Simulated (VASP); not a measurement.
# La: single point with revPBE

Crystal: La.

```
La
1.0
     0.00000    3.49728    3.49728
     3.49728    0.00000    3.49728
     3.49728    3.49728    0.00000
La
2
Direct
  0.12500 0.12500 0.12500
  0.87500 0.87500 0.87500
```

This cell differs from its parent crystal: volume scaled by 1.12.

| Property | Result |
| --- | --- |
| Program | VASP 6.6.1 |
| Task | single point |
| Functional | revPBE |
| Potentials or basis | VASP PAW PBE potentials, release 64 (La) |
| Cutoff | 520 eV |
| k mesh | 9 × 9 × 9 |
| Occupations | fermi-dirac, width 0.1 eV |
| Spin | no spin polarisation |

| Property | Result |
| --- | --- |
| Pressure | -2.8 GPa |
| Band gap on the k mesh | zero (band 11 reaches 6.44 eV, above the bottom of band 12 at 5.99 eV) |

Levels at points of the mesh, in eV from the Fermi level:
```tsv
k point	band 7	band 8	band 9	band 10	band 11	band 12	band 13	band 14	band 15	band 16
(0.00, 0.00, 0.00)	-16.01	-16.01	-2.37	-0.56	-0.56	0.81	0.81	0.81	1.36	1.50
```

Run time: 39 s on 1 thread of Intel(R) Xeon(R) 6975P-C (Granite Rapids), with other jobs on the host, peak memory 0.27 GiB.

Caveat: the PAW data sets were made with another functional, which shifts forces and pressure a little; spin-orbit coupling is left out, which moves the levels of the heavy elements.
